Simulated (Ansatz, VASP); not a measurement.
# Two plane-wave programs on Te2Mo

```
Te Mo
1.0
     3.56450    0.00000    0.00000
    -1.78225    3.08695    0.00000
     0.00000    0.00000   14.15748
Te Mo
4 2
Direct
  0.33333 0.66667 0.62283
  0.66667 0.33333 0.12283
  0.33333 0.66667 0.87717
  0.66667 0.33333 0.37717
  0.33333 0.66667 0.25000
  0.66667 0.33333 0.75000
```

Change from the starting cell: volume scaled by 1.04, ions relaxed.

Alike in both runs: functional PBE; k mesh 14 × 14 × 3; occupations fermi-dirac, width 0.02 eV; no spin polarisation.

Ansatz relaxed the structure, and its values are those at the end. VASP's run is a single point on that final structure, the one shown.

```csv
,VASP,Ansatz
version,VASP 6.6.1,Ansatz 0.2.0
potentials or method,"VASP PAW PBE potentials, release 64 (Te, Mo_sv)","plane-wave PAW, scalar-relativistic"
plane-wave cutoff (eV),520,420
valence electrons in the cell,52,92
```

|  | VASP | Ansatz | Ansatz less VASP |
| --- | --- | --- | --- |
| gap on the k mesh at the Fermi level (eV) | 0.77 | 0.78 | +0.005 |
| pressure (GPa) | 0.5 | 0.5 | -0.01 |
| rms of the force components (eV/Å) | 0.008 | 0.002 | -0.0069 |

VASP's potentials hold 52 valence electrons a cell and Ansatz's 92, so a difference there can come from the potentials and not from the codes. Ansatz's warnings: stress scf threshold loose.

Spin-orbit coupling is off throughout.
